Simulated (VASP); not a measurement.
A run of VASP 6.6.1:

The input POSCAR:

```
Mo
1.0
    3.5636301557      0.0000000000      0.0000000000
   -1.7818150778      3.0861942445      0.0000000000
    0.0000000000      0.0000000000      5.8799897569
Mo
4
Direct
    0.3333333333      0.6666666667      0.4375000000
    0.6666666667      0.3333333333      0.9375000000
    0.6666666667      0.3333333333      0.5625000000
    0.3333333333      0.6666666667      0.0625000000
```

INCAR.step1

```
SYSTEM = Mo
ALGO = Normal ; EDIFF = 1E-4
ENCUT = 520 ; GGA = PE
ISMEAR = 0 ; LASPH = .TRUE.
LCHARG = .FALSE. ; LREAL = .FALSE.
LWAVE = .TRUE. ; NBANDS = 36
NELM = 80 ; PREC = Accurate
SIGMA = 0.1
```

File INCAR.step2:

```
SYSTEM = Mo
ALGO = Normal ; EDIFF = 1E-6
ENCUT = 520 ; ISIF = 2
ISMEAR = 0 ; ISTART = 1
LASPH = .TRUE. ; LCHARG = .FALSE.
LMIXTAU = .TRUE. ; LREAL = .FALSE.
LWAVE = .FALSE. ; METAGGA = R2SCAN
NBANDS = 36 ; NELM = 80
PREC = Accurate ; SIGMA = 0.1
```

Contents of KPOINTS:

```
k-points
0
G
  6 6 4
  0 0 0
```

Potentials or basis: VASP PAW PBE potentials, release 64 (Mo_sv).

Command:

```sh
$ cat potpaw_PBE.64/Mo_sv/POTCAR > POTCAR
$ cp INCAR.step1 INCAR
$ mpirun -np 1 vasp_std > vasp.out
$ cp INCAR.step2 INCAR
$ mpirun -np 1 vasp_std > vasp.out
```

Hardware: 1 thread of Intel(R) Xeon(R) 6975P-C (Granite Rapids) (shared host).

Question: Estimate the wall time of this run.

Answer: Wall time 75 s on 1 thread of Intel(R) Xeon(R) 6975P-C (Granite Rapids), on a shared host, peak memory 0.2 GiB. Counts: k points 21.
